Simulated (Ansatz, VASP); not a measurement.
## Au in VASP and in Ansatz

The input INCAR:

```
PREC = Accurate
ENCUT = 500
EDIFF = 1E-6
ISMEAR = -1
SIGMA = 0.0272
LREAL = F
LASPH = T
NELM = 120
ALGO = Normal
ISIF = 2
LWAVE = F
LCHARG = F
GGA = PS
NBANDS = 12
GGA_COMPAT = F
```

File KPOINTS:

```
Automatic mesh
0
Gamma
  12 12 12
```

POSCAR

```
Au
1.0
    0.0000000000      2.0350000000      2.0350000000
    2.0350000000      0.0000000000      2.0350000000
    2.0350000000      2.0350000000      0.0000000000
Au
1
Direct
    0.0000000000      0.0000000000      0.0000000000
```

Input for Ansatz:

```yaml
crystal:
  lattice:
    - [0.0, 2.035, 2.035]
    - [2.035, 0.0, 2.035]
    - [2.035, 2.035, 0.0]
  atoms:
    - { symbol: Au, position: [0.0, 0.0, 0.0] }
kpoints:
  mp_grid: { grid: [12, 12, 12] }
scf:
  occupations: { method: fermi_dirac, width: 0.0272 }
hamiltonian:
  xc: pbesol
  pseudopotentials: { kind: all_electron, lapw: { basis_error: 0.001 } }
output:
  forces: true
  stress: true
  eigenvalues: true
  eigenstates:
    nscf_kmesh: { grid: [20, 20, 20] }
    de_dk: true
    e_range: [-14, 14]
  optics:
    e_range: [0, 30]
    de: 0.2
    sigma: 0.15
    bands: { spectra_wanted_up_to: 30 }
    nscf_kmesh: { grid: [20, 20, 20] }
    drude_damping: 0.109
checkpoint:
  write: ck
  write_wavefunctions: false
```

Alike in both runs: task single point; functional PBEsol; k mesh 12 × 12 × 12; occupations fermi-dirac, width 0.0272 eV; no spin polarisation.

```csv
,VASP,Ansatz
version,VASP 6.6.1,Ansatz 0.2.0
potentials or method,"VASP PAW PBE potentials, release 64 (Au), cutoff 500 eV","all-electron LAPW, scalar-relativistic"
```

Ansatz gave:

```
pressure (GPa) : 1.6
```

Problem. What did VASP give for the same quantities?

Solution. Pressure (GPa): 1.3.

VASP's potentials were made for PBE, not for PBEsol. Ansatz ran all-electron here, and VASP with PAW potentials. Ansatz's warnings: optics on partly filled bands.

Spin-orbit coupling is off throughout.
